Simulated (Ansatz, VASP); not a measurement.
**SrO in VASP and in Ansatz**

```
Sr O
1.0
     3.55329    0.00000    0.00000
    -1.77664    3.07724    0.00000
     0.00000    0.00000    6.21730
Sr O
2 2
Direct
  0.66667 0.33333 0.75000
  0.33333 0.66667 0.25000
  0.00000 0.00000 0.50000
  0.00000 0.00000 0.00000
```

Alike in both runs: task single point; functional PBE; k mesh 9 × 9 × 5; occupations fermi-dirac, width 0.05 eV; no spin polarisation.

```csv
,VASP,Ansatz
version,VASP 6.6.1,Ansatz 0.2.0
potentials or method,"VASP PAW PBE potentials, release 64 (Sr_sv, O), cutoff 520 eV","all-electron LAPW, scalar-relativistic"
```

VASP gave:

| Item | Value |
| --- | --- |
| gap on the k mesh at the Fermi level (eV) | 3.08 |
| least direct gap on the mesh (eV) | 3.08 |
| pressure (GPa) | 2.0 |
| traceless stress, the component that is largest in VASP (GPa) | -0.16 |

**Question.** What did Ansatz give for the same quantities?

**Answer.** gap on the k mesh at the Fermi level (eV): 3.08; least direct gap on the mesh (eV): 3.08; pressure (GPa): 1.4; traceless stress, the component that is largest in VASP (GPa): -0.15.

Ansatz ran all-electron here, and VASP with PAW potentials.
